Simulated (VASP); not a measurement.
Crystal: BN.

```xyz
2
Lattice="0.0000 1.8048 1.8048 1.8048 0.0000 1.8048 1.8048 1.8048 0.0000" Properties=species:S:1:pos:R:3 pbc="T T T"
B     0.0000    0.0000    0.0000
N     0.9024    0.9024    0.9024
```

Base run:

```yaml
Program: VASP 6.6.1
Functional: r2SCAN
Potentials_or_basis: VASP PAW PBE potentials, release 64 (B, N)
Cutoff: 520 eV
k_mesh: 8 × 8 × 8
Occupations: gaussian, width 0.01 eV
Spin: no spin polarisation
```

Its results: band gap on the k mesh 4.98 eV (least direct gap 9.55 eV); pressure 1.1 GPa.

Task: After a change of settings the same cell gave: band gap on the k mesh 4.74 eV (least direct gap 9.25 eV); pressure 2.0 GPa. Which change was it?
A. occupations from gaussian, width 0.01 eV to methfessel-paxton, width 0.2 eV
B. functional from r2SCAN to PBE-based screened hybrid with 10 % exact exchange; k mesh from 8 × 8 × 8 to 6 × 6 × 6
C. functional from r2SCAN to PBEsol
D. functional from r2SCAN to PBE-based global hybrid with 35 % exact exchange; k mesh from 8 × 8 × 8 to 6 × 6 × 6

Result: B.

Caveats: some runs use coarse meshes; the PAW data sets were made with another functional, which shifts forces and pressure a little.
